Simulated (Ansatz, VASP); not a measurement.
**Na2Zr: VASP beside Ansatz**

File INCAR:

```
SYSTEM = Na2Zr
ALGO     = Fast           ! electronic algorithm
EDIFF    = 1E-6           ! SCF threshold, eV
EDIFFG   = -0.04          ! ionic threshold
ENCUT    = 600            ! plane-wave cutoff, eV
GGA      = PE             ! functional
IBRION   = 2              ! ionic algorithm
ISIF     = 3              ! what is computed and relaxed
ISMEAR   = 0              ! smearing method
LASPH    = .True.         ! aspherical terms in the spheres
LCHARG   = .False.        ! write CHGCAR
LREAL    = .False.        ! projectors in reciprocal space
LWAVE    = .False.        ! write WAVECAR
NELM     = 60             ! most SCF steps
NSW      = 90             ! ionic steps
PREC     = Accurate       ! precision mode
SIGMA    = 0.1            ! smearing width, eV
```

The input KPOINTS:

```
k-points
0
Gamma
  6 6 6
  0 0 0
```

Contents of POSCAR:

```
Na2Zr
1.0
    0.0000000000      3.0448411002      3.0448411002
    3.0448411002      0.0000000000      3.0448411002
    3.0448411002      3.0448411002      0.0000000000
Na Zr
2 1
Direct
    0.2500000000      0.2500000000      0.2500000000
    0.7500000000      0.7500000000      0.7500000000
    0.0000000000      0.0000000000      0.0000000000
```

Input for Ansatz:

```yaml
crystal:
  lattice:
    - [0.0, 3.0448411002, 3.0448411002]
    - [3.0448411002, 0.0, 3.0448411002]
    - [3.0448411002, 3.0448411002, 0.0]
  atoms:
    - { symbol: Na, position: [0.25, 0.25, 0.25] }
    - { symbol: Na, position: [0.75, 0.75, 0.75] }
    - { symbol: Zr, position: [0.0, 0.0, 0.0] }
basis:
  ecutwfc: 420
kpoints:
  mp_grid: { grid: [6, 6, 6] }
hamiltonian:
  xc: pbe
scf:
  occupations: { method: gaussian, width: 0.1 }
  lower_state_search: "off"
output:
  forces: true
  stress: true
  eigenvalues: true
relax:
  adjacent_minimum: "off"
  f_tol: 0.04
  max_steps: 70
  cell: { stress_tol: 0.4 }
```

Alike in both runs: task relaxation of cell and atoms; functional PBE; k mesh 6 × 6 × 6; occupations gaussian, width 0.1 eV; no spin polarisation.

|  | VASP | Ansatz |
| --- | --- | --- |
| version | VASP 6.6.1 | Ansatz 0.2.0 |
| potentials or method | VASP PAW PBE potentials, release 64 (Na_pv, Zr_sv), cutoff 600 eV | scalar-relativistic, plane waves, PAW |
| valence electrons in the cell | 26 | 30 |

Ansatz gave:

| Item | Value |
| --- | --- |
| gap on the k mesh at the Fermi level, each at its own relaxed structure (eV) | none |
| relaxed volume (Å³/atom) | 35.65 |
| relaxed length of the cell vector where the two differ most in proportion (Å) | 5.328 |

Q: Estimate VASP's values.

A: gap on the k mesh at the Fermi level, each at its own relaxed structure (eV): none; relaxed volume (Å³/atom): 35.81; relaxed length of the cell vector where the two differ most in proportion (Å): 5.336.

A gap of «none» marks a metal or a gap that the smearing closes. VASP's potentials hold 26 valence electrons a cell and Ansatz's 30, so a difference there can come from the potentials and not from the codes.

Noted on VASP's run: the volume moved by over 15 % at a fixed basis, so the end points are rough.
